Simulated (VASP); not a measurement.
A run of VASP 6.6.1 is set up as follows.

INCAR

```
SYSTEM = Mo2HS4
PREC = Accurate
ENCUT = 520
EDIFF = 1E-6
ISMEAR = 0
SIGMA = 0.1
LREAL = .False.
LASPH = .True.
NELM = 80
ALGO = Normal
ISIF = 2
LWAVE = .False.
LCHARG = .False.
LDIPOL = .True.
IDIPOL = 3
DIPOL = 0.5 0.5 0.495
GGA = PE
IVDW = 12
IBRION = 2
NSW = 90
EDIFFG = -0.03
```

Contents of KPOINTS:

```
Automatic mesh
0
Gamma
  9 9 1
  0 0 0
```

File POSCAR:

```
Mo2HS4
1.0
    3.1334577205      0.0000000000      0.0000000000
   -1.5667288603      2.7136539876      0.0000000000
    0.0000000000      0.0000000000     28.1646874887
S Mo H
4 2 1
Selective dynamics
Direct
    0.0000000000      0.0000000000      0.3017963542  F F F
    0.3333333333      0.6666666667      0.4156192450  F F F
    0.6666666667      0.3333333333      0.5139187176  T T T
    0.0000000000      0.0000000000      0.6280409995  T T T
    0.6666666667      0.3333333333      0.3587077995  F F F
    0.3333333333      0.6666666667      0.5709551377  T T T
    0.0000000000      0.0000000000      0.6763284161  T T T
```

Potentials or basis: VASP PAW PBE potentials, release 64 (S, Mo_sv, H).

The run is started by

```bash
$ cat potpaw_PBE.64/S/POTCAR potpaw_PBE.64/Mo_sv/POTCAR potpaw_PBE.64/H/POTCAR > POTCAR
$ mpirun -np 1 vasp_std > vasp.out
```

What does it give for the band gap on the k mesh?

Zero (an odd number of electrons rules out a gap without spin polarisation).

Predict the dispersion energy per atom.

-0.341 eV.

Estimate the energy gained by relaxing.

0.9 meV/atom.

The path:
```csv
step,energy change (eV),largest force on free atoms (eV/Å),pressure (GPa)
1,0.0000,0.5761,0.99
2,-0.0008,0.4935,1.00
3,-0.0064,0.0398,0.99
4,-0.0065,0.0185,1.01
```
